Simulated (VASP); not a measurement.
# TiO2 (P4_2/mnm) in VASP: notebook, part 3 of 3

VASP 6.6.1. The steps go on from the part before.

### 6 Single point, r2SCAN (volume scaled by 1.10, then relaxed in part)

Input file POSCAR:

```
TiO2
1.0
    4.7905419553      0.0000000000      0.0000000000
    0.0000000000      4.7905419553      0.0000000000
    0.0000000000      0.0000000000      2.9916123475
Ti O
2 4
Direct
    0.0000000000      0.0000000000      0.0000000000
    0.5000000000      0.5000000000      0.5000000000
    0.3097502960      0.3097502960      0.0000000000
    0.1902497040      0.8097502960      0.5000000000
    0.6902497040      0.6902497040      0.0000000000
    0.8097502960      0.1902497040      0.5000000000
```

Input file INCAR.step1:

```
ALGO = Normal ; EDIFF = 1E-4
ENCUT = 520 ; GGA = PE
ISMEAR = 0 ; LASPH = True
LCHARG = False ; LREAL = False
LWAVE = True ; NBANDS = 33
NELM = 60 ; PREC = Accurate
SIGMA = 0.02
```

Input file INCAR.step2:

```
ALGO = Normal ; EDIFF = 1E-6
ENCUT = 520 ; ISIF = 2
ISMEAR = 0 ; ISTART = 1
LASPH = True ; LCHARG = False
LMIXTAU = True ; LREAL = False
LWAVE = False ; METAGGA = R2SCAN
NBANDS = 33 ; NELM = 60
PREC = Accurate ; SIGMA = 0.02
```

Input file KPOINTS:

```
k-points
0
Gamma
  6 6 10
```

Potentials or basis: VASP PAW PBE potentials, release 64 (Ti_sv, O).

Command:

```bash
$ cat potpaw_PBE.64/Ti_sv/POTCAR potpaw_PBE.64/O/POTCAR > POTCAR
$ cp INCAR.step1 INCAR
$ mpirun -np 1 vasp_std > vasp.out
$ cp INCAR.step2 INCAR
$ mpirun -np 1 vasp_std > vasp.out
```

OUTCAR:

```text
EDIFF = 1E-6
   ENCUT = 520
   ISIF = 2
   ISMEAR = 0
   ISTART = 1
   LASPH = True
   LREAL = False
   METAGGA = R2SCAN
   NELM = 60
   PREC = Accurate

 ion  position               nearest neighbor table
   1  0.000  0.000  0.000-   4 1.97   6 1.97   4 1.97   6 1.97   5 2.10   3 2.10
   2  0.500  0.500  0.500-   3 1.97   5 1.97   3 1.97   5 1.97   4 2.10   6 2.10
   3  0.310  0.310  0.000-   2 1.97   2 1.97   1 2.10
   4  0.190  0.810  0.500-   1 1.97   1 1.97   2 2.10
   5  0.690  0.690  0.000-   2 1.97   2 1.97   1 2.10
   6  0.810  0.190  0.500-   1 1.97   1 1.97   2 2.10

  LATTYP: Found a simple tetragonal cell.
 ALAT       =     4.7905419553
 C/A-ratio  =     0.6244830701

  Lattice vectors:

 A1 = (   4.7905419553,   0.0000000000,   0.0000000000)
 A2 = (   0.0000000000,   4.7905419553,   0.0000000000)
 A3 = (   0.0000000000,   0.0000000000,   2.9916123475)

Analysis of symmetry for initial positions (statically):
=====================================================================
 Subroutine PRICEL returns:
 Original cell was already a primitive cell.

 Routine SETGRP: Setting up the symmetry group for a
 simple tetragonal supercell.

 Subroutine GETGRP returns: Found 16 space group operations
 (whereof  8 operations were pure point group operations)
 out of a pool of 16 trial point group operations.

The static configuration has the point symmetry D_2h.
 The point group associated with its full space group is D_4h.

Analysis of symmetry for dynamics (positions and initial velocities):
=====================================================================
 Subroutine PRICEL returns:
 Original cell was already a primitive cell.

 Routine SETGRP: Setting up the symmetry group for a
 simple tetragonal supercell.

 Subroutine GETGRP returns: Found 16 space group operations
 (whereof  8 operations were pure point group operations)
 out of a pool of 16 trial point group operations.

The dynamic configuration has the point symmetry D_2h.
 The point group associated with its full space group is D_4h.

 Subroutine INISYM returns: Found 16 space group operations
 (whereof  8 operations are pure point group operations),
 and found     1 'primitive' translations

----------------------------------------------------------------------------------------

                                     Primitive cell

  volume of cell :      68.6554

  direct lattice vectors                    reciprocal lattice vectors
     4.790541955  0.000000000  0.000000000     0.208744649  0.000000000  0.000000000
     0.000000000  4.790541955  0.000000000     0.000000000  0.208744649  0.000000000
     0.000000000  0.000000000  2.991612347     0.000000000  0.000000000  0.334267908

  length of vectors
     4.790541955  4.790541955  2.991612347     0.208744649  0.208744649  0.334267908

  position of ions in fractional coordinates (direct lattice)
     0.000000000  0.000000000  0.000000000
     0.500000000  0.500000000  0.500000000
     0.309750296  0.309750296  0.000000000
     0.190249704  0.809750296  0.500000000
     0.690249704  0.690249704  0.000000000
     0.809750296  0.190249704  0.500000000

  ion indices of the primitive-cell ions
   primitive index   ion index
                 1           1
                 2           2
[... 26 lines left out ...]
 Subroutine IBZKPT returns following result:
 ===========================================

 Found     60 irreducible k-points:

 Following reciprocal coordinates:
            Coordinates               Weight
  0.000000  0.000000  0.000000      1.000000
  0.166667  0.000000  0.000000      4.000000
  0.333333  0.000000  0.000000      4.000000
  0.500000  0.000000  0.000000      2.000000
  0.166667  0.166667  0.000000      4.000000
  0.333333  0.166667  0.000000      8.000000
[... 16 lines left out ...]
  0.333333  0.000000  0.200000      8.000000
  0.500000  0.000000  0.200000      4.000000
 [... further k-points ...]
   k-points           NKPTS =     60   k-points in BZ     NKDIM =     60   number of bands    NBANDS=     33
   number of dos      NEDOS =    301   number of ions     NIONS =      6
   total plane-waves  NPLWV =  31104
   dimension x,y,z NGX =    36 NGY =   36 NGZ =   24
   dimension x,y,z NGXF=    72 NGYF=   72 NGZF=   48
   ions per type =               2   4
   NGX,Y,Z   is equivalent  to a cutoff of  12.49, 12.49, 13.34 a.u.
   NGXF,Y,Z  is equivalent  to a cutoff of  24.99, 24.99, 26.67 a.u.
 SYSTEM =  unknown system
   PREC   = accura    normal or accurate (medium, high low for compatibility)
   ISTART =      1    job   : 0-new  1-cont  2-samecut
   ICHARG =      0    charge: 1-file 2-atom 10-const
   ISPIN  =      1    spin polarized calculation?
   LNONCOLLINEAR =      F non collinear calculations
   LSORBIT =      F    spin-orbit coupling
   LASPH  =      T    aspherical Exc in radial PAW
   ENCUT  =  520.0 eV  38.22 Ry    6.18 a.u.   8.91  8.91  5.56*2*pi/ulx,y,z
   NELM   =     60;   NELMIN=  2; NELMDL=  0     # of ELM steps
   EDIFF  = 0.1E-05   stopping-criterion for ELM
   LREAL  =      F    real-space projection
   EDIFFG = 0.1E-04   stopping-criterion for IOM
   NSW    =      0    number of steps for IOM
   IBRION =     -1    ionic relax: 0-MD 1-quasi-New 2-CG
   NFREE  =      0    steps in history (QN), initial steepest desc. (CG)
   ISIF   =      2    stress and relaxation
   ISYM   =      2    0-nonsym 1-usesym 2-fastsym
   POTIM  = 0.5000    time-step for ionic-motion
   TEBEG  =    0.0;   TEEND  =   0.0 temperature during run
   PSTRESS=    0.0 pullay stress
   NELECT =      48.0000    total number of electrons
   NUPDOWN=      -1.0000    fix difference up-down
   EMIN   =  10.00;   EMAX   =-10.00  energy-range for DOS
   EFERMI =   0.00;   METHOD = LEGACY
   ISMEAR =     0;   SIGMA  =   0.02  broadening in eV -4-tet -1-fermi 0-gaus
   EFERMI_NEDOS =   21; number of points for ismear=-14 and -15
   IALGO  =     38    algorithm
   IMIX   =      4    mixing-type and parameters
     AMIX     =   0.40;   BMIX     =  1.00
     AMIX_MAG =   1.60;   BMIX_MAG =  1.00
  volume/ion in A,a.u.               =      11.44        77.22
  Fermi-wavevector in a.u.,A,eV,Ry     =   1.452994  2.745760 28.724490  2.111190
  Thomas-Fermi vector in A             =   2.570311
   LORBIT       =      0    0 simple, 1 ext, 2 COOP (PROOUT), +10 PAW based schemes
   METAGGA = R2SCAN    functional components
   LHFCALC =     F    Hartree Fock is set to
   AEXX    =    0.0000 exact exchange contribution
   IVDW    =     0    specifies the selected vdW correction
   LEPSILON=     F    determine dielectric tensor
   LRPA    =     F    only Hartree local field effects (RPA)
 non-spin polarized calculation
 Gauss-broadening in eV      SIGMA  =   0.02
  energy-cutoff  :      520.00
  volume of cell :       68.66
 maximum number of plane-waves:      1872
 NGX is ok and might be reduce to    36
   NGX = 17   NGY = 17   NGZ = 11

 number of electron      47.9999993 magnetization

 Free energy of the ion-electron system (eV)
  ---------------------------------------------------
  ext. energy  EPLUGINS =         0.00000000
  ---------------------------------------------------
  free energy    TOTEN  =       -69.47299879 eV

  energy without entropy =      -69.47299879  energy(sigma->0) =      -69.47299879

 E-fermi :   3.4790     XC(G=0): -11.5937

 val. band max:        3.3821395480   @ k =   0.0000   0.0000   0.0000
 cond. band min:       5.6282104070   @ k =   0.0000   0.0000   0.0000
 fundamental gap:      2.2460708589
 Fermi energy:         3.4789928089

 k-point     1 :       0.0000    0.0000    0.0000
  band No.  band energies     occupation
      1     -55.8466      2.00000
      2     -55.8367      2.00000
      3     -31.0359      2.00000
      4     -31.0359      2.00000
      5     -30.9158      2.00000
      6     -30.9158      2.00000
[... 853 lines left out ...]
     32       8.5649      0.00000
     33       9.7494      0.00000

 [... further k-points ...]
[... 5 lines left out ...]
  --------------------------------------------------------------------------------------
  -------------------------------------------------------------------------------------
  Total       -6.8073539     -6.8073539     -6.4498190     -0.0000000      0.0000000      0.0000000
  in kB     -158.8599042   -158.8599042   -150.5162865     -0.0000000      0.0000000      0.0000000
  external PRESSURE =    -156.0786983 kB  Pullay stress =       0.0000000 kB

 VOLUME and BASIS-vectors are now :
 -----------------------------------------------------------------------------
  energy-cutoff  :      520.00
  volume of cell :       68.66
      direct lattice vectors                 reciprocal lattice vectors
     4.790541955  0.000000000  0.000000000     0.208744649  0.000000000  0.000000000
     0.000000000  4.790541955  0.000000000     0.000000000  0.208744649  0.000000000
     0.000000000  0.000000000  2.991612347     0.000000000  0.000000000  0.334267908

 POSITION                                       TOTAL-FORCE (eV/Angst)
 -----------------------------------------------------------------------------------
      0.00000      0.00000      0.00000        -0.000000     -0.000000     -0.000000
      2.39527      2.39527      1.49581        -0.000000     -0.000000     -0.000000
      1.48387      1.48387      0.00000        -0.037706     -0.037706      0.000000
      0.91140      3.87914      1.49581         0.037706     -0.037706      0.000000
      3.30667      3.30667      0.00000         0.037706      0.037706     -0.000000
      3.87914      0.91140      1.49581        -0.037706      0.037706     -0.000000
 -----------------------------------------------------------------------------------
    total drift:                                0.000000      0.000000      0.000000

  FREE ENERGIE OF THE ION-ELECTRON SYSTEM (eV)
  ---------------------------------------------------
  free  energy   TOTEN  =       -69.4729987856 eV

  energy  without entropy=      -69.4729987856  energy(sigma->0) =      -69.47299879
```

Run time: 3 min. Hardware: 1 thread of Intel Xeon 6975P-C (Granite Rapids), shared host; peak memory 0.25 GiB.

What came out:

```yaml
Free_energy: -69.4730 eV
Pressure: -15.6 GPa
Largest_force: 0.053 eV/Å
Band_gap_on_the_k_mesh: 2.25 eV, direct
```

Forces in eV/Å, atoms in the order of the input:
```
Ti   0.000  0.000  0.000
Ti   0.000  0.000  0.000
O   -0.038 -0.038  0.000
O    0.038 -0.038  0.000
O    0.038  0.038  0.000
O   -0.038  0.038  0.000
```

Levels at points of the mesh, in eV from the valence-band top:
```tsv
k point	band 22	band 23	band 24	band 25	band 26	band 27
(0.00, 0.00, 0.00)	-0.32	-0.32	0.00	2.25	2.61	2.84
(0.50, 0.00, 0.00)	-1.29	-0.62	-0.62	2.87	2.87	3.18
(0.50, 0.50, 0.00)	-1.08	-0.85	-0.85	2.29	2.29	2.85
(0.00, 0.00, 0.50)	-1.77	-1.34	-1.34	3.04	3.04	3.50
(0.50, 0.00, 0.50)	-1.84	-0.81	-0.81	2.28	2.28	3.52
(0.50, 0.50, 0.50)	-0.93	-0.68	-0.68	2.78	2.78	3.50
```

Caveat: the PAW data sets were made with another functional, which shifts forces and pressure a little.

### 7 The runs side by side

```tsv
cell	gap on the mesh (eV)	pressure (GPa)	largest force (eV/Å)
a = 4.597, b = 4.597, c = 2.954 Å, 6 atoms	2.23	1.3	0.04
a = 4.654, b = 4.654, c = 2.968 Å, 6 atoms	2.21	-5.1	0.04
a = 4.711, b = 4.711, c = 2.981 Å, 6 atoms	2.21	-10.3	0.06
a = 4.791, b = 4.791, c = 2.992 Å, 6 atoms	2.25	-15.6	0.05
```

Alike in all rows: task single point; level r2SCAN; potentials or basis VASP PAW PBE potentials, release 64 (Ti_sv, O); no spin polarisation; k mesh 6 × 6 × 10; cutoff (eV) 520; smearing gaussian 0.02 eV.

Caveats: the PAW data sets were made with another functional, which shifts forces and pressure a little.

Absolute energies hang on the potentials; compare differences alone.

### 8 Comparison with measurements

Step 2. Against the measured gap of TiO2, 3.03 eV (direct; 1.6 K; quoted in “Shallow Valence Band of Rutile GeO2 and P-type Doping”, 2020, arxiv:2011.08928), the calculated 2.23 eV is off by -0.80 eV. 2 values of this kind are on record in papers (3.03 to 3.05 eV); this one was drawn at random among those near their median. The value is that of r2SCAN on a finite k mesh, which can miss the band edges, without temperature or zero-point motion.

Step 3. Measured gap of TiO2: 3.03 eV (direct; 1.6 K; quoted in “Shallow Valence Band of Rutile GeO2 and P-type Doping”, 2020, arxiv:2011.08928). This calculation gives 2.23 eV (-0.80 eV). 2 values of this kind are on record in papers (3.03 to 3.05 eV); this one was drawn at random among those near their median. The value is that of r2SCAN on a finite k mesh, which can miss the band edges, without temperature or zero-point motion.
